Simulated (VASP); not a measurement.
# MgO (P6_3mc) in VASP: settings compared

Aim: see how the results for MgO move with the level of theory and the settings. Levels: PBE, r2SCAN. Tasks: single point.

All numbers are computed with VASP 6.6.1; they aren't measurements. Logs are shortened: lines on timing, memory, paths and dates and some standing lists are left out, and cuts for length are marked.

### Step 1. The cell of the first run

It takes space group P6_3mc (No. 186, hexagonal). The conventional cell has a = 3.288 Å, b = 3.288 Å, c = 5.034 Å, α = 90.00°, β = 90.00°, γ = 120.00°. Mg (site symmetry 3m) has 4 O at 1.97 to 1.99 Å within 2.6 Å. O (site symmetry 3m) has 4 Mg at 1.97 to 1.99 Å within 2.6 Å.

### Step 2. Single point, PBE

INCAR reads:

```
ALGO = Normal ; EDIFF = 1E-6
ENCUT = 520 ; GGA = PE
ISIF = 2 ; ISMEAR = 0
LASPH = True ; LCHARG = False
LREAL = False ; LWAVE = False
NBANDS = 16 ; NELM = 80
PREC = Accurate ; SIGMA = 0.01
```

KPOINTS reads:

```
k-points
0
Gamma
  6 6 4
```

POSCAR reads:

```
MgO
1.0
    3.2882172281      0.0000000000      0.0000000000
   -1.6441086140      2.8476796527      0.0000000000
    0.0000000000      0.0000000000      5.0343662748
Mg O
2 2
Direct
    0.3333333333      0.6666666667     -0.0098385227
    0.6666666667      0.3333333333      0.4901614773
    0.3333333333      0.6666666667      0.3848385227
    0.6666666667      0.3333333333      0.8848385227
```

Potentials or basis: VASP PAW PBE potentials, release 64 (Mg, O).

Run with:

```bash
$ cat potpaw_PBE.64/Mg/POTCAR potpaw_PBE.64/O/POTCAR > POTCAR
$ mpirun -np 1 vasp_std > vasp.out
```

OUTCAR:

```text
EDIFF = 1E-6
   ENCUT = 520
   GGA = PE
   ISIF = 2
   ISMEAR = 0
   LASPH = True
   LREAL = False
   NELM = 80
   PREC = Accurate

 ion  position               nearest neighbor table
   1  0.333  0.667  0.990-   4 1.97   4 1.97   4 1.97   3 1.99   2 3.15   2 3.15   2 3.15   2 3.15
                             2 3.15   2 3.15
   2  0.667  0.333  0.490-   3 1.97   3 1.97   3 1.97   4 1.99   1 3.15   1 3.15   1 3.15   1 3.15
                             1 3.15   1 3.15
   3  0.333  0.667  0.385-   2 1.97   2 1.97   2 1.97   1 1.99
   4  0.667  0.333  0.885-   1 1.97   1 1.97   1 1.97   2 1.99

  LATTYP: Found a hexagonal cell.
 ALAT       =     3.2882172281
 C/A-ratio  =     1.5310321446

  Lattice vectors:

 A1 = (   3.2882172281,   0.0000000000,   0.0000000000)
 A2 = (  -1.6441086140,   2.8476796527,   0.0000000000)
 A3 = (   0.0000000000,   0.0000000000,   5.0343662748)

Analysis of symmetry for initial positions (statically):
=====================================================================
 Subroutine PRICEL returns:
 Original cell was already a primitive cell.

 Routine SETGRP: Setting up the symmetry group for a
 hexagonal supercell.

 Subroutine GETGRP returns: Found 12 space group operations
 (whereof  6 operations were pure point group operations)
 out of a pool of 24 trial point group operations.

The static configuration has the point symmetry C_3v.
 The point group associated with its full space group is C_6v.

Analysis of symmetry for dynamics (positions and initial velocities):
=====================================================================
 Subroutine PRICEL returns:
 Original cell was already a primitive cell.

 Routine SETGRP: Setting up the symmetry group for a
 hexagonal supercell.

 Subroutine GETGRP returns: Found 12 space group operations
 (whereof  6 operations were pure point group operations)
 out of a pool of 24 trial point group operations.

The dynamic configuration has the point symmetry C_3v.
 The point group associated with its full space group is C_6v.

 Subroutine INISYM returns: Found 12 space group operations
 (whereof  6 operations are pure point group operations),
 and found     1 'primitive' translations

----------------------------------------------------------------------------------------

                                     Primitive cell

  volume of cell :      47.1407

  direct lattice vectors                    reciprocal lattice vectors
     3.288217228  0.000000000  0.000000000     0.304116161  0.175581547  0.000000000
    -1.644108614  2.847679653  0.000000000     0.000000000  0.351163095  0.000000000
     0.000000000  0.000000000  5.034366275     0.000000000  0.000000000  0.198634733

  length of vectors
     3.288217228  3.288217228  5.034366275     0.351163095  0.351163095  0.198634733

  position of ions in fractional coordinates (direct lattice)
     0.333333333  0.666666667  0.990161477
     0.666666667  0.333333333  0.490161477
     0.333333333  0.666666667  0.384838523
     0.666666667  0.333333333  0.884838523

  ion indices of the primitive-cell ions
   primitive index   ion index
                 1           1
                 2           2
                 3           3
                 4           4

----------------------------------------------------------------------------------------

 KPOINTS: k-points

Automatic generation of k-mesh.
 Grid dimensions read from file:
 generate k-points for:    6    6    4

 Generating k-lattice:

  Cartesian coordinates                     Fractional coordinates (reciprocal lattice)
     0.050686027  0.029263591  0.000000000     0.166666667 -0.000000000  0.000000000
     0.000000000  0.058527182  0.000000000     0.000000000  0.166666667  0.000000000
     0.000000000  0.000000000  0.049658683     0.000000000  0.000000000  0.250000000

  Length of vectors
     0.058527182  0.058527182  0.049658683

  Shift w.r.t. Gamma in fractional coordinates (k-lattice)
     0.000000000  0.000000000  0.000000000

 Subroutine IBZKPT returns following result:
 ===========================================

 Found     21 irreducible k-points:

 Following reciprocal coordinates:
            Coordinates               Weight
  0.000000  0.000000  0.000000      1.000000
  0.166667  0.000000  0.000000      6.000000
  0.333333 -0.000000  0.000000      6.000000
  0.500000  0.000000  0.000000      3.000000
  0.166667  0.166667  0.000000      6.000000
  0.333333  0.166667  0.000000     12.000000
[... 13 lines left out ...]
  0.333333  0.166667  0.500000     12.000000
  0.333333  0.333333  0.500000      2.000000
   k-points           NKPTS =     21   k-points in BZ     NKDIM =     21   number of bands    NBANDS=     16
   number of dos      NEDOS =    301   number of ions     NIONS =      4
   total plane-waves  NPLWV =  23040
   dimension x,y,z NGX =    24 NGY =   24 NGZ =   40
   dimension x,y,z NGXF=    48 NGYF=   48 NGZF=   80
   ions per type =               2   2
[... 37 lines left out ...]
   GGA     = PE    functional components
   LHFCALC =     F    Hartree Fock is set to
   AEXX    =    0.0000 exact exchange contribution
   IVDW    =     0    specifies the selected vdW correction
   LEPSILON=     F    determine dielectric tensor
   LRPA    =     F    only Hartree local field effects (RPA)
 non-spin polarized calculation
 Gauss-broadening in eV      SIGMA  =   0.01
  energy-cutoff  :      520.00
  volume of cell :       47.14
 maximum number of plane-waves:      1284
   NGX = 13   NGY = 13   NGZ = 19

 number of electron      16.0000010 magnetization

 Free energy of the ion-electron system (eV)
  ---------------------------------------------------
  ext. energy  EPLUGINS =         0.00000000
  ---------------------------------------------------
  free energy    TOTEN  =       -23.51859246 eV

  energy without entropy =      -23.51859246  energy(sigma->0) =      -23.51859246

 E-fermi :   1.1816     XC(G=0):  -9.7486

 val. band max:        1.0982283849   @ k =   0.0000   0.0000   0.0000
 cond. band min:       4.6375763722   @ k =   0.0000   0.0000   0.0000
 fundamental gap:      3.5393479873
 Fermi energy:         1.1815818457

 k-point     1 :       0.0000    0.0000    0.0000
  band No.  band energies     occupation
      1     -15.1150      2.00000
      2     -14.3286      2.00000
      3      -2.1515      2.00000
      4       0.4210      2.00000
      5       0.4210      2.00000
      6       0.7338      2.00000
[... 8 lines left out ...]
     15      17.7387      0.00000
     16      17.7387      0.00000

 k-point     2 :       0.1667    0.0000    0.0000
  band No.  band energies     occupation
      1     -14.9797      2.00000
      2     -14.2824      2.00000
      3      -1.8832      2.00000
      4      -0.2722      2.00000
      5       0.0778      2.00000
      6       0.2579      2.00000
[... 8 lines left out ...]
     15      16.7933      0.00000
     16      17.1146      0.00000

 k-point     3 :       0.3333   -0.0000    0.0000
  band No.  band energies     occupation
      1     -14.6694      2.00000
      2     -14.2159      2.00000
      3      -1.4765      2.00000
      4      -1.1842      2.00000
      5      -0.7170      2.00000
      6       0.0008      2.00000
[... 8 lines left out ...]
     15      15.6045      0.00000
     16      16.8884      0.00000

 k-point     4 :       0.5000    0.0000    0.0000
  band No.  band energies     occupation
      1     -14.4642      2.00000
      2     -14.2250      2.00000
      3      -1.9577      2.00000
      4      -1.0762      2.00000
      5      -0.6044      2.00000
      6      -0.1113      2.00000
[... 8 lines left out ...]
     15      15.2633      0.00000
     16      17.2355      0.00000
[... 267 lines left out ...]
 k-point    19 :       0.1667    0.1667    0.5000
  band No.  band energies     occupation
      1     -14.4925      2.00000
      2     -14.4925      2.00000
      3      -1.4471      2.00000
      4      -1.4471      2.00000
      5       0.0929      2.00000
      6       0.0929      2.00000
[... 8 lines left out ...]
     15      16.3594      0.00000
     16      16.3594      0.00000

 k-point    20 :       0.3333    0.1667    0.5000
  band No.  band energies     occupation
      1     -14.3386      2.00000
      2     -14.3386      2.00000
      3      -1.7561      2.00000
      4      -1.7561      2.00000
      5      -0.3059      2.00000
      6      -0.3059      2.00000
[... 8 lines left out ...]
     15      16.6068      0.00000
     16      16.6068      0.00000

 k-point    21 :       0.3333    0.3333    0.5000
  band No.  band energies     occupation
      1     -14.2875      2.00000
      2     -14.2875      2.00000
      3      -1.4601      2.00000
      4      -1.4601      2.00000
      5      -0.9670      2.00000
      6      -0.9670      2.00000
[... 8 lines left out ...]
     15      17.0435      0.00000
     16      17.0435      0.00000

------------------------ aborting loop because EDIFF is reached ----------------------------------------

  FORCE on cell =-STRESS in cart. coord.  units (eV):
  Direction    XX          YY          ZZ          XY          YZ          ZX
  --------------------------------------------------------------------------------------
  -------------------------------------------------------------------------------------
  Total        1.0365492      1.0365492      1.0177572      0.0000000      0.0000000      0.0000000
  in kB       35.2293042     35.2293042     34.5906192      0.0000000      0.0000000      0.0000000
  external PRESSURE =      35.0164092 kB  Pullay stress =       0.0000000 kB

 VOLUME and BASIS-vectors are now :
 -----------------------------------------------------------------------------
  energy-cutoff  :      520.00
  volume of cell :       47.14
      direct lattice vectors                 reciprocal lattice vectors
     3.288217228  0.000000000  0.000000000     0.304116161  0.175581547  0.000000000
    -1.644108614  2.847679653  0.000000000     0.000000000  0.351163095  0.000000000
     0.000000000  0.000000000  5.034366275     0.000000000  0.000000000  0.198634733

 POSITION                                       TOTAL-FORCE (eV/Angst)
 -----------------------------------------------------------------------------------
     -0.00000      1.89845      4.98484        -0.000000     -0.000000     -0.015115
      1.64411      0.94923      2.46765         0.000000      0.000000     -0.015115
     -0.00000      1.89845      1.93742        -0.000000      0.000000      0.015115
      1.64411      0.94923      4.45460         0.000000     -0.000000      0.015115
 -----------------------------------------------------------------------------------
    total drift:                               -0.000000     -0.000000      0.002331

  FREE ENERGIE OF THE ION-ELECTRON SYSTEM (eV)
  ---------------------------------------------------
  free  energy   TOTEN  =       -23.5185924563 eV

  energy  without entropy=      -23.5185924563  energy(sigma->0) =      -23.51859246
```

Wall time 5.5 s (1 thread of Intel Xeon 6975P-C (Granite Rapids), shared host); peak memory 0.16 GiB.

Results:

- Free energy: -23.5186 eV
- Pressure: 3.5 GPa
- Largest force: 0.015 eV/Å
- Band gap on the k mesh: 3.54 eV, direct

Forces in eV/Å, atoms in the order of the input:
```
Mg   0.000  0.000 -0.015
Mg   0.000  0.000 -0.015
O    0.000  0.000  0.015
O    0.000  0.000  0.015
```

### Step 3. Single point, r2SCAN

POSCAR is that of step 2.

INCAR.step1 reads:

```
SYSTEM = MgO
PREC     = Accurate       ! precision mode
ENCUT    = 520            ! plane-wave cutoff, eV
ISMEAR   = 0              ! smearing method
SIGMA    = 0.01           ! smearing width, eV
LREAL    = .FALSE.        ! projectors in reciprocal space
LASPH    = .TRUE.         ! aspherical terms in the spheres
NELM     = 60             ! most SCF steps
NBANDS   = 16             ! bands
GGA      = PE             ! functional
ALGO     = Normal         ! electronic algorithm
EDIFF    = 1E-4           ! SCF threshold, eV
LWAVE    = .TRUE.         ! write WAVECAR
LCHARG   = .FALSE.        ! write CHGCAR
```

INCAR.step2 reads:

```
SYSTEM = MgO
PREC     = Accurate       ! precision mode
ENCUT    = 520            ! plane-wave cutoff, eV
EDIFF    = 1E-7           ! SCF threshold, eV
ISMEAR   = 0              ! smearing method
SIGMA    = 0.01           ! smearing width, eV
LREAL    = .FALSE.        ! projectors in reciprocal space
LASPH    = .TRUE.         ! aspherical terms in the spheres
NELM     = 60             ! most SCF steps
ALGO     = Normal         ! electronic algorithm
ISIF     = 2              ! what is computed and relaxed
LWAVE    = .FALSE.        ! write WAVECAR
LCHARG   = .TRUE.         ! write CHGCAR
METAGGA  = R2SCAN         ! meta-GGA
LMIXTAU  = .TRUE.       
LELF     = .TRUE.         ! ELF
LVHAR    = .TRUE.       
NBANDS   = 16             ! bands
ISTART   = 1
```

KPOINTS reads:

```
regular mesh
0
G
  6 6 4
  0 0 0
```

Potentials or basis: VASP PAW PBE potentials, release 64 (Mg, O).

Run with:

```bash
$ cat potpaw_PBE.64/Mg/POTCAR potpaw_PBE.64/O/POTCAR > POTCAR
$ cp INCAR.step1 INCAR
$ mpirun -np 1 vasp_std > vasp.out
$ cp INCAR.step2 INCAR
$ mpirun -np 1 vasp_std > vasp.out
```

Wall time 27 s (1 thread of Intel Xeon 6975P-C (Granite Rapids), shared host); peak memory 0.17 GiB.

The run converged. Its results:

| Property | Result |
| --- | --- |
| Free energy | -31.8555 eV |
| Pressure | -0.6 GPa |
| Band gap on the k mesh | 4.21 eV, direct |

Levels at points of the mesh, in eV from the valence-band top:
```
           k point  band 5  band 6  band 7  band 8  band 9  band 10  band 11  band 12
(0.00, 0.00, 0.00)   -0.69   -0.38   -0.38    0.00    4.21     9.43    11.17    15.24
(0.50, 0.00, 0.00)   -1.71   -1.23   -0.79   -0.47    8.59     8.84    10.13    11.74
(0.00, 0.00, 0.50)   -0.54   -0.54   -0.54   -0.54    6.72     6.72    14.18    14.18
(0.50, 0.00, 0.50)   -0.87   -0.87   -0.70   -0.70    8.15     8.15    11.81    11.81
```

Caveat: the PAW data sets were made with another functional, which shifts forces and pressure a little. r2SCAN opens gaps a little over a GGA but as a rule still falls short of measured ones.

### Step 4. Single point, r2SCAN

POSCAR is that of step 3.

INCAR.step1 reads:

```
PREC = Accurate
ENCUT = 520
ISMEAR = 0
SIGMA = 0.01
LREAL = False
LASPH = True
NELM = 60
NBANDS = 16
GGA = PE
ALGO = Normal
EDIFF = 1E-4
LWAVE = True
LCHARG = False
```

INCAR.step2 reads:

```
PREC = Accurate
ENCUT = 520
EDIFF = 1E-6
ISMEAR = 0
SIGMA = 0.01
LREAL = False
LASPH = True
NELM = 60
ALGO = Normal
ISIF = 2
LWAVE = False
LCHARG = False
METAGGA = R2SCAN
LMIXTAU = True
NBANDS = 16
ISTART = 1
```

KPOINTS reads:

```
Automatic mesh
0
Gamma
  6 6 4
```

Run with:

```bash
$ cat potpaw_PBE.64/Mg/POTCAR potpaw_PBE.64/O/POTCAR > POTCAR
$ cp INCAR.step1 INCAR
$ mpirun -np 1 vasp_std > vasp.out
$ cp INCAR.step2 INCAR
$ mpirun -np 1 vasp_std > vasp.out
```

Wall time 21 s (1 thread of Intel Xeon 6975P-C (Granite Rapids), shared host); peak memory 0.17 GiB.

It converged, with:

```yaml
Free_energy: -31.8555 eV
Pressure: -0.5 GPa
Band_gap_on_the_k_mesh: 4.21 eV, direct
```

Forces on the atoms (eV/Å):
```
Mg   0.000  0.000  0.002
Mg   0.000  0.000  0.002
O    0.000  0.000 -0.002
O    0.000  0.000 -0.002
```

Levels at points of the mesh, in eV from the valence-band top:
```
           k point  band 4  band 5  band 6  band 7  band 8  band 9  band 10  band 11  band 12  band 13
(0.00, 0.00, 0.00)   -0.69   -0.69   -0.38   -0.38    0.00    4.21     9.43    11.17    15.24    15.24
(0.50, 0.00, 0.00)   -2.17   -1.71   -1.23   -0.79   -0.47    8.59     8.84    10.13    11.74    13.97
(0.00, 0.00, 0.50)   -1.97   -0.54   -0.54   -0.54   -0.54    6.72     6.72    14.18    14.18    15.75
(0.50, 0.00, 0.50)   -3.07   -0.87   -0.87   -0.70   -0.70    8.15     8.15    11.81    11.81    14.74
```

Caveat: the PAW data sets were made with another functional, which shifts forces and pressure a little.

### Step 5. Single point, r2SCAN

POSCAR is that of step 4.

INCAR.step1 reads:

```
SYSTEM = MgO
ALGO     = Normal         ! electronic algorithm
EDIFF    = 1E-4           ! SCF threshold, eV
ENCUT    = 520            ! plane-wave cutoff, eV
GGA      = PE             ! functional
ISMEAR   = 0              ! smearing method
LASPH    = .True.         ! aspherical terms in the spheres
LCHARG   = .False.        ! write CHGCAR
LREAL    = .False.        ! projectors in reciprocal space
LWAVE    = .True.         ! write WAVECAR
NBANDS   = 16             ! bands
NELM     = 100            ! most SCF steps
PREC     = Accurate       ! precision mode
SIGMA    = 0.01           ! smearing width, eV
```

INCAR.step2 reads:

```
SYSTEM = MgO
ALGO     = Normal         ! electronic algorithm
EDIFF    = 1E-6           ! SCF threshold, eV
ENCUT    = 520            ! plane-wave cutoff, eV
ISIF     = 2              ! what is computed and relaxed
ISMEAR   = 0              ! smearing method
ISTART   = 1            
LASPH    = .True.         ! aspherical terms in the spheres
LCHARG   = .False.        ! write CHGCAR
LMIXTAU  = .True.       
LREAL    = .False.        ! projectors in reciprocal space
LWAVE    = .False.        ! write WAVECAR
METAGGA  = R2SCAN         ! meta-GGA
NBANDS   = 16             ! bands
NELM     = 100            ! most SCF steps
PREC     = Accurate       ! precision mode
SIGMA    = 0.01           ! smearing width, eV
```

KPOINTS reads:

```
k-points
0
Gamma
  9 9 4
  0 0 0
```

Run with:

```bash
$ cat potpaw_PBE.64/Mg/POTCAR potpaw_PBE.64/O/POTCAR > POTCAR
$ cp INCAR.step1 INCAR
$ mpirun -np 1 vasp_std > vasp.out
$ cp INCAR.step2 INCAR
$ mpirun -np 1 vasp_std > vasp.out
```

Run time: 29 s. Hardware: 1 thread of Intel Xeon 6975P-C (Granite Rapids), shared host; peak memory 0.17 GiB.

It converged, with:

```yaml
Free_energy: -31.8555 eV
Pressure: -0.5 GPa
Band_gap_on_the_k_mesh: 4.21 eV, direct
```

Forces in eV/Å, atoms in the order of the input:
```
Mg   0.000  0.000  0.002
Mg   0.000  0.000  0.002
O    0.000  0.000 -0.002
O    0.000  0.000 -0.002
```

Levels at points of the mesh, in eV from the valence-band top:
| k point | band 6 | band 7 | band 8 | band 9 | band 10 | band 11 |
| --- | --- | --- | --- | --- | --- | --- |
| (0.00, 0.00, 0.00) | -0.38 | -0.38 | 0.00 | 4.21 | 9.43 | 11.17 |
| (0.00, 0.00, 0.50) | -0.54 | -0.54 | -0.54 | 6.72 | 6.72 | 14.18 |

Caveat: the PAW data sets were made with another functional, which shifts forces and pressure a little.

### Step 6. Summary

| level | k mesh | gap on the mesh (eV) | pressure (GPa) |
| --- | --- | --- | --- |
| PBE | 6 × 6 × 4 | 3.54 | 3.5 |
| r2SCAN | 6 × 6 × 4 | 4.21 | -0.5 |
| r2SCAN | 9 × 9 × 4 | 4.21 | -0.5 |

Alike in all rows: task single point; potentials or basis VASP PAW PBE potentials, release 64 (Mg, O); no spin polarisation; cell as given; cutoff (eV) 520; smearing gaussian 0.01 eV.

On the cell as given the gap runs from 3.54 eV (PBE) to 4.21 eV (r2SCAN); the meshes differ, which moves gaps too. The pressure there spans -0.5 GPa (r2SCAN) to 3.5 GPa (PBE); a positive pressure means that this level wants a larger cell, a negative one a smaller.

Caveats: the PAW data sets were made with another functional, which shifts forces and pressure a little (some runs).

Absolute energies hang on the potentials; compare differences alone.
